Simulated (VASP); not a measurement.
GaSb, 2 atoms in the cell. The structure is cubic, space group F-43m (No. 216). The conventional cell has a = 6.118 Å, b = 6.118 Å, c = 6.118 Å, α = 90.00°, β = 90.00°, γ = 90.00°. Within 3.5 Å of Ga (site symmetry -43m) lie 4 Sb at 2.65 Å. Sb (site symmetry -43m) has 4 Ga at 2.65 Å within 3.5 Å. 

| Quantity | Value |
| --- | --- |
| Program | VASP 6.6.1 |
| Task | relaxation of cell and atoms |
| Functional | PBE |
| Potentials or basis | VASP PAW PBE potentials, release 64 (Ga_d, Sb) |
| Cutoff | 600 eV |
| k mesh | 6 × 6 × 6 |
| Occupations | fermi-dirac, width 0.01 eV |
| Spin | no spin polarisation |
| Dipole correction | no |
| Further INCAR settings | ALGO = Normal; EDIFF = 1e-06; IBRION = 2; EDIFFG = -0.01; NSW = 100; ISIF = 3 |

Potentials or basis: VASP PAW PBE potentials, release 64 (Ga_d, Sb).

The run is started by

```console
$ cat potpaw_PBE.64/Ga_d/POTCAR potpaw_PBE.64/Sb/POTCAR > POTCAR
$ mpirun -np 1 vasp_std > vasp.out
```

Hardware: 1 thread of Intel(R) Xeon(R) 6975P-C (Granite Rapids), on a shared host.

Question: Estimate the wall time of this run.

Answer: Wall time 16 s on 1 thread of Intel(R) Xeon(R) 6975P-C (Granite Rapids), with other jobs on the host, peak memory 0.21 GiB. Counts: scf iterations 28, k points 16, ion steps 3.
